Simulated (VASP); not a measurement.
# Ge (Fd-3m) in VASP: further runs

Runs on Ge. Level: PBE. Tasks: single point, relaxation of cell and atoms.

Program: VASP 6.6.1. These are calculated values, not measurements. Logs are shortened: lines on timing, memory, paths and dates and some standing lists are left out, and cuts for length are marked.

**The experiment to reproduce.**

From “Electronic and optical properties of SixGe1-x-ySny alloys lattice-matched to Ge”, 2021, arxiv:2109.02782, for a bulk crystal of Ge at 300 K: band gap 0.807 eV (direct).

The results are compared with them further down.

## 1. The cell of the first run

The structure is cubic, space group Fd-3m (No. 227). Conventional cell: a = 5.761 Å, b = 5.761 Å, c = 5.761 Å, α = 90.00°, β = 90.00°, γ = 90.00°. Within 3.3 Å of Ge (site symmetry -43m) lie 4 Ge at 2.49 Å.

## 2. Single point, PBE

File INCAR:

```
ALGO     = Normal         # electronic algorithm
EDIFF    = 1E-6           # SCF threshold, eV
ENCUT    = 520            # plane-wave cutoff, eV
GGA      = PE             # functional
ISIF     = 2              # what is computed and relaxed
ISMEAR   = 0              # smearing method
LASPH    = True           # aspherical terms in the spheres
LCHARG   = False          # write CHGCAR
LREAL    = False          # projectors in reciprocal space
LWAVE    = False          # write WAVECAR
NBANDS   = 21             # bands
NELM     = 60             # most SCF steps
PREC     = Accurate       # precision mode
SIGMA    = 0.15           # smearing width, eV
```

File KPOINTS:

```
k-points
0
Gamma
  18 18 18
```

File POSCAR:

```
Ge
1.0
    0.0000000000      2.8805347719      2.8805347719
    2.8805347719      0.0000000000      2.8805347719
    2.8805347719      2.8805347719      0.0000000000
Ge
2
Direct
    0.5000000000      0.5000000000      0.5000000000
    0.7500000000      0.7500000000      0.7500000000
```

Potentials or basis: VASP PAW PBE potentials, release 64 (Ge_d).

On the command line:

```sh
cat potpaw_PBE.64/Ge_d/POTCAR > POTCAR
mpirun -np 1 vasp_std > vasp.out
```

OUTCAR:

```text
EDIFF = 1E-6
   ENCUT = 520
   GGA = PE
   ISIF = 2
   ISMEAR = 0
   LASPH = True
   LREAL = False
   NELM = 60
   PREC = Accurate

 ion  position               nearest neighbor table
   1  0.500  0.500  0.500-   2 2.49   2 2.49   2 2.49   2 2.49
   2  0.750  0.750  0.750-   1 2.49   1 2.49   1 2.49   1 2.49

  LATTYP: Found a face centered cubic cell.
 ALAT       =     5.7610695438

  Lattice vectors:

 A1 = (   0.0000000000,   2.8805347719,   2.8805347719)
 A2 = (   2.8805347719,   0.0000000000,   2.8805347719)
 A3 = (   2.8805347719,   2.8805347719,   0.0000000000)

Analysis of symmetry for initial positions (statically):
=====================================================================
 Subroutine PRICEL returns:
 Original cell was already a primitive cell.

 Routine SETGRP: Setting up the symmetry group for a
 face centered cubic supercell.

 Subroutine GETGRP returns: Found 48 space group operations
 (whereof 24 operations were pure point group operations)
 out of a pool of 48 trial point group operations.

The static configuration has the point symmetry T_d .
 The point group associated with its full space group is O_h .

Analysis of symmetry for dynamics (positions and initial velocities):
=====================================================================
 Subroutine PRICEL returns:
 Original cell was already a primitive cell.

 Routine SETGRP: Setting up the symmetry group for a
 face centered cubic supercell.

 Subroutine GETGRP returns: Found 48 space group operations
 (whereof 24 operations were pure point group operations)
 out of a pool of 48 trial point group operations.

The dynamic configuration has the point symmetry T_d .
 The point group associated with its full space group is O_h .

 Subroutine INISYM returns: Found 48 space group operations
 (whereof 24 operations are pure point group operations),
 and found     1 'primitive' translations

----------------------------------------------------------------------------------------

                                     Primitive cell

  volume of cell :      47.8024

  direct lattice vectors                    reciprocal lattice vectors
     0.000000000  2.880534772  2.880534772    -0.173578880  0.173578880  0.173578880
     2.880534772  0.000000000  2.880534772     0.173578880 -0.173578880  0.173578880
     2.880534772  2.880534772  0.000000000     0.173578880  0.173578880 -0.173578880

  length of vectors
     4.073691341  4.073691341  4.073691341     0.300647440  0.300647440  0.300647440

  position of ions in fractional coordinates (direct lattice)
     0.500000000  0.500000000  0.500000000
     0.750000000  0.750000000  0.750000000

  ion indices of the primitive-cell ions
   primitive index   ion index
                 1           1
                 2           2

----------------------------------------------------------------------------------------

 KPOINTS: k-points

Automatic generation of k-mesh.
 Grid dimensions read from file:
 generate k-points for:   18   18   18

 Generating k-lattice:

  Cartesian coordinates                     Fractional coordinates (reciprocal lattice)
    -0.009643271  0.009643271  0.009643271     0.055555556  0.000000000  0.000000000
     0.009643271 -0.009643271  0.009643271     0.000000000  0.055555556  0.000000000
     0.009643271  0.009643271 -0.009643271     0.000000000  0.000000000  0.055555556

  Length of vectors
     0.016702636  0.016702636  0.016702636

  Shift w.r.t. Gamma in fractional coordinates (k-lattice)
     0.000000000  0.000000000  0.000000000

 Subroutine IBZKPT returns following result:
 ===========================================

 Found    195 irreducible k-points:

 Following reciprocal coordinates:
            Coordinates               Weight
  0.000000  0.000000  0.000000      1.000000
  0.055556  0.000000  0.000000      8.000000
  0.111111  0.000000  0.000000      8.000000
  0.166667  0.000000  0.000000      8.000000
  0.222222  0.000000  0.000000      8.000000
  0.277778  0.000000  0.000000      8.000000
[... 16 lines left out ...]
 -0.277778  0.055556  0.000000     24.000000
 -0.222222  0.055556  0.000000     24.000000
 [... further k-points ...]
   k-points           NKPTS =    195   k-points in BZ     NKDIM =    195   number of bands    NBANDS=     21
   number of dos      NEDOS =    301   number of ions     NIONS =      2
   total plane-waves  NPLWV =  27000
   dimension x,y,z NGX =    30 NGY =   30 NGZ =   30
   dimension x,y,z NGXF=    60 NGYF=   60 NGZF=   60
   ions per type =               2
   NGX,Y,Z   is equivalent  to a cutoff of  12.24, 12.24, 12.24 a.u.
   NGXF,Y,Z  is equivalent  to a cutoff of  24.49, 24.49, 24.49 a.u.
 SYSTEM =  unknown system
   PREC   = accura    normal or accurate (medium, high low for compatibility)
   ISTART =      0    job   : 0-new  1-cont  2-samecut
   ICHARG =      2    charge: 1-file 2-atom 10-const
   ISPIN  =      1    spin polarized calculation?
   LNONCOLLINEAR =      F non collinear calculations
   LSORBIT =      F    spin-orbit coupling
   LASPH  =      T    aspherical Exc in radial PAW
   ENCUT  =  520.0 eV  38.22 Ry    6.18 a.u.   7.57  7.57  7.57*2*pi/ulx,y,z
   NELM   =     60;   NELMIN=  2; NELMDL= -5     # of ELM steps
   EDIFF  = 0.1E-05   stopping-criterion for ELM
   LREAL  =      F    real-space projection
   EDIFFG = 0.1E-04   stopping-criterion for IOM
   NSW    =      0    number of steps for IOM
   IBRION =     -1    ionic relax: 0-MD 1-quasi-New 2-CG
   NFREE  =      0    steps in history (QN), initial steepest desc. (CG)
   ISIF   =      2    stress and relaxation
   ISYM   =      2    0-nonsym 1-usesym 2-fastsym
   POTIM  = 0.5000    time-step for ionic-motion
   TEBEG  =    0.0;   TEEND  =   0.0 temperature during run
   PSTRESS=    0.0 pullay stress
   NELECT =      28.0000    total number of electrons
   NUPDOWN=      -1.0000    fix difference up-down
   EMIN   =  10.00;   EMAX   =-10.00  energy-range for DOS
   EFERMI =   0.00;   METHOD = LEGACY
   ISMEAR =     0;   SIGMA  =   0.15  broadening in eV -4-tet -1-fermi 0-gaus
   EFERMI_NEDOS =   21; number of points for ismear=-14 and -15
   IALGO  =     38    algorithm
   IMIX   =      4    mixing-type and parameters
     AMIX     =   0.40;   BMIX     =  1.00
     AMIX_MAG =   1.60;   BMIX_MAG =  1.00
  volume/ion in A,a.u.               =      23.90       161.29
  Fermi-wavevector in a.u.,A,eV,Ry     =   1.369760  2.588471 25.527818  1.876242
  Thomas-Fermi vector in A             =   2.495606
   LORBIT       =      0    0 simple, 1 ext, 2 COOP (PROOUT), +10 PAW based schemes
   GGA     = PE    functional components
   LHFCALC =     F    Hartree Fock is set to
   AEXX    =    0.0000 exact exchange contribution
   IVDW    =     0    specifies the selected vdW correction
   LEPSILON=     F    determine dielectric tensor
   LRPA    =     F    only Hartree local field effects (RPA)
 non-spin polarized calculation
 Gauss-broadening in eV      SIGMA  =   0.15
  energy-cutoff  :      520.00
  volume of cell :       47.80
 maximum number of plane-waves:      1307
   NGX = 15   NGY = 15   NGZ = 15

 number of electron      27.9999979 magnetization

 Free energy of the ion-electron system (eV)
  ---------------------------------------------------
  ext. energy  EPLUGINS =         0.00000000
  ---------------------------------------------------
  free energy    TOTEN  =        -9.03747976 eV

  energy without entropy =       -9.03683338  energy(sigma->0) =       -9.03715657

 E-fermi :   4.4975     XC(G=0):  -9.6705

 val. band max:        4.4771674579   @ k =   0.0000   0.0000   0.0000
 cond. band min:       4.5021443104   @ k =   0.5000   0.0000   0.0000
 fundamental gap:      0.0249768525
 Fermi energy:         4.4975420727

 k-point     1 :       0.0000    0.0000    0.0000
  band No.  band energies     occupation
      1     -20.2686      2.00000
      2     -20.2686      2.00000
      3     -20.2686      2.00000
      4     -20.2365      2.00000
      5     -20.2365      2.00000
      6     -20.0535      2.00000
[... 13 lines left out ...]
     20      13.8163      0.00000
     21      13.8163      0.00000

 k-point     2 :       0.0556    0.0000    0.0000
  band No.  band energies     occupation
      1     -20.2704      2.00000
      2     -20.2704      2.00000
      3     -20.2682      2.00000
      4     -20.2341      2.00000
      5     -20.2341      2.00000
      6     -20.0571      2.00000
[... 13 lines left out ...]
     20      13.5204      0.00000
     21      13.5204      0.00000

 k-point     3 :       0.1111    0.0000    0.0000
  band No.  band energies     occupation
      1     -20.2744      2.00000
      2     -20.2744      2.00000
      3     -20.2669      2.00000
      4     -20.2285      2.00000
      5     -20.2285      2.00000
      6     -20.0633      2.00000
[... 13 lines left out ...]
     20      13.0712      0.00000
     21      13.0712      0.00000

 k-point     4 :       0.1667    0.0000    0.0000
  band No.  band energies     occupation
      1     -20.2788      2.00000
      2     -20.2788      2.00000
      3     -20.2648      2.00000
      4     -20.2217      2.00000
      5     -20.2217      2.00000
      6     -20.0694      2.00000
[... 13 lines left out ...]
     20      12.7554      0.00000
     21      12.7554      0.00000

 k-point     5 :       0.2222    0.0000    0.0000
  band No.  band energies     occupation
      1     -20.2827      2.00000
      2     -20.2827      2.00000
      3     -20.2623      2.00000
      4     -20.2150      2.00000
      5     -20.2150      2.00000
      6     -20.0748      2.00000
[... 13 lines left out ...]
     20      12.6672      0.00000
     21      12.6672      0.00000

 k-point     6 :       0.2778    0.0000    0.0000
  band No.  band energies     occupation
      1     -20.2857      2.00000
      2     -20.2857      2.00000
      3     -20.2596      2.00000
      4     -20.2093      2.00000
      5     -20.2093      2.00000
      6     -20.0792      2.00000
[... 13 lines left out ...]
     20      12.8553      0.00000
     21      12.8553      0.00000

 k-point     7 :       0.3333    0.0000    0.0000
  band No.  band energies     occupation
      1     -20.2878      2.00000
      2     -20.2878      2.00000
      3     -20.2570      2.00000
      4     -20.2050      2.00000
      5     -20.2050      2.00000
      6     -20.0823      2.00000
[... 13 lines left out ...]
     20      13.3185      0.00000
     21      13.3185      0.00000
[... 291 lines left out ...]
      1     -20.2924      2.00000
      2     -20.2910      2.00000
      3     -20.2496      2.00000
      4     -20.2000      2.00000
      5     -20.1976      2.00000
      6     -20.0884      2.00000
[... 13 lines left out ...]
     20      14.6416      0.00000
     21      15.0143      0.00000

 k-point    21 :      -0.3889    0.0556    0.0000
  band No.  band energies     occupation
      1     -20.2911      2.00000
      2     -20.2911      2.00000
      3     -20.2510      2.00000
      4     -20.2024      2.00000
      5     -20.1976      2.00000
      6     -20.0893      2.00000
[... 13 lines left out ...]
     20      13.7621      0.00000
     21      15.0933      0.00000

 k-point    22 :      -0.3333    0.0556    0.0000
  band No.  band energies     occupation
      1     -20.2904      2.00000
      2     -20.2892      2.00000
      3     -20.2536      2.00000
      4     -20.2056      2.00000
      5     -20.1993      2.00000
      6     -20.0890      2.00000
[... 13 lines left out ...]
     20      13.0248      0.00000
     21      14.3148      0.00000

 k-point    23 :      -0.2778    0.0556    0.0000
  band No.  band energies     occupation
      1     -20.2889      2.00000
      2     -20.2865      2.00000
      3     -20.2569      2.00000
      4     -20.2098      2.00000
      5     -20.2028      2.00000
      6     -20.0869      2.00000
[... 13 lines left out ...]
     20      12.5051      0.00000
     21      13.7009      0.00000

 k-point    24 :      -0.2222    0.0556    0.0000
  band No.  band energies     occupation
      1     -20.2864      2.00000
      2     -20.2830      2.00000
      3     -20.2605      2.00000
      4     -20.2150      2.00000
      5     -20.2082      2.00000
      6     -20.0830      2.00000
[... 13 lines left out ...]
     20      12.4914      0.00000
     21      13.3128      0.00000

 [... further k-points ...]

------------------------ aborting loop because EDIFF is reached ----------------------------------------

  FORCE on cell =-STRESS in cart. coord.  units (eV):
  Direction    XX          YY          ZZ          XY          YZ          ZX
  --------------------------------------------------------------------------------------
  -------------------------------------------------------------------------------------
  Total       -0.0282463     -0.0282463     -0.0282463      0.0000000      0.0000000     -0.0000000
  in kB       -0.9467213     -0.9467213     -0.9467213      0.0000000      0.0000000     -0.0000000
  external PRESSURE =      -0.9467213 kB  Pullay stress =       0.0000000 kB

 VOLUME and BASIS-vectors are now :
 -----------------------------------------------------------------------------
  energy-cutoff  :      520.00
  volume of cell :       47.80
      direct lattice vectors                 reciprocal lattice vectors
     0.000000000  2.880534772  2.880534772    -0.173578880  0.173578880  0.173578880
     2.880534772  0.000000000  2.880534772     0.173578880 -0.173578880  0.173578880
     2.880534772  2.880534772  0.000000000     0.173578880  0.173578880 -0.173578880

 POSITION                                       TOTAL-FORCE (eV/Angst)
 -----------------------------------------------------------------------------------
      2.88053      2.88053      2.88053        -0.000000     -0.000000      0.000000
      4.32080      4.32080      4.32080         0.000000      0.000000     -0.000000
 -----------------------------------------------------------------------------------
    total drift:                                0.000000     -0.000000      0.000000

  FREE ENERGIE OF THE ION-ELECTRON SYSTEM (eV)
  ---------------------------------------------------
  free  energy   TOTEN  =        -9.0374797636 eV

  energy  without entropy=       -9.0368333842  energy(sigma->0) =       -9.03715657
```

Run time: 3.7 min. Hardware: 1 thread of Intel Xeon 8259CL, shared host; peak memory 0.28 GiB.

What came out:

* Free energy: -9.0375 eV
* Pressure: -0.1 GPa
* Band gap on the k mesh: zero (filled and empty bands touch)

Levels at points of the mesh, in eV from the Fermi level:
| k point | band 10 | band 11 | band 12 | band 13 | band 14 | band 15 | band 16 | band 17 | band 18 | band 19 |
| --- | --- | --- | --- | --- | --- | --- | --- | --- | --- | --- |
| (0.00, 0.00, 0.00) | -24.54 | -12.39 | -0.47 | -0.02 | -0.02 | -0.02 | 2.51 | 2.51 | 2.51 | 6.28 |
| (0.50, 0.00, 0.00) | -24.52 | -10.43 | -7.38 | -1.34 | -1.34 | 0.00 | 3.70 | 3.70 | 7.08 | 10.21 |
| (0.50, 0.50, 0.00) | -24.50 | -8.71 | -8.71 | -2.91 | -2.91 | 0.80 | 0.80 | 9.05 | 9.05 | 11.06 |

Caveat: semilocal functionals underestimate gaps, and a narrow one can read as zero.

## 3. Relaxation of cell and atoms, PBE

This run uses another cell than the first one, of 22.64 Å³/atom.

File INCAR:

```
PREC = Accurate
ENCUT = 600
EDIFF = 1E-7
ISMEAR = 0
SIGMA = 0.1
LREAL = False
LASPH = True
NELM = 80
ALGO = Normal
ISIF = 3
LWAVE = False
LCHARG = False
GGA = PE
IBRION = 2
NSW = 100
EDIFFG = -0.005
```

File KPOINTS:

```
regular mesh
0
Gamma
  14 14 14
```

File POSCAR:

```
Ge
1.0
    0.0000000000      2.8287700000      2.8287700000
    2.8287700000      0.0000000000      2.8287700000
    2.8287700000      2.8287700000      0.0000000000
Ge
2
Direct
    0.5000000000      0.5000000000      0.5000000000
    0.7500000000      0.7500000000      0.7500000000
```

Potentials or basis: VASP PAW PBE potentials, release 64 (Ge_d).

On the command line:

```sh
cat potpaw_PBE.64/Ge_d/POTCAR > POTCAR
mpirun -np 1 vasp_std > vasp.out
```

Wall time 4.2 min (1 thread of Intel Xeon 8259CL, shared host); peak memory 0.24 GiB.

Results (log left out):

```yaml
Free_energy: -9.0369 eV
Relaxed_volume: 23.90 Å³/atom
Relaxed_cell: a = 4.074 Å, b = 4.074 Å, c = 4.074 Å, α = 60.00°, β = 60.00°, γ = 60.00°
Space_group_after_relaxing_to_0.1_Å: Fd-3m (No. 227)
Energy_gained_by_relaxing: 13.6 meV/atom
Ionic_steps: 3
Pressure_after_relaxing: 0.0 GPa
Band_gap_on_the_k_mesh: zero (filled and empty bands touch)
```

Step by step:
```tsv
step	energy change (eV)	largest force (eV/Å)	pressure (GPa)	volume (Å³)
1	0.0000	0.0000	3.59	45.27
2	-0.0243	0.0000	-1.03	48.68
3	-0.0272	0.0000	-0.02	47.80
```

Final structure:
```
CELL_PARAMETERS angstrom
0.00000 2.88055 2.88055
2.88055 0.00000 2.88055
2.88055 2.88055 0.00000
ATOMIC_POSITIONS crystal
Ge 0.50000 0.50000 0.50000
Ge 0.75000 0.75000 0.75000
```

Levels at points of the mesh, in eV from the Fermi level:
```tsv
k point	band 10	band 11	band 12	band 13	band 14	band 15	band 16	band 17	band 18
(0.00, 0.00, 0.00)	-24.51	-12.36	-0.44	0.01	0.01	0.01	2.54	2.54	2.54
(0.50, 0.00, 0.00)	-24.49	-10.40	-7.35	-1.32	-1.32	0.03	3.73	3.73	7.11
(0.50, 0.50, 0.00)	-24.48	-8.68	-8.68	-2.88	-2.88	0.83	0.83	9.08	9.08
```

Caveat: semilocal functionals underestimate gaps, and a narrow one can read as zero. PBE usually gives volumes a little too large and moduli too small.

(Part 1 of 2 ends here.)

The gap in the log of VASP goes by the Fermi energy; the results here count the filled bands.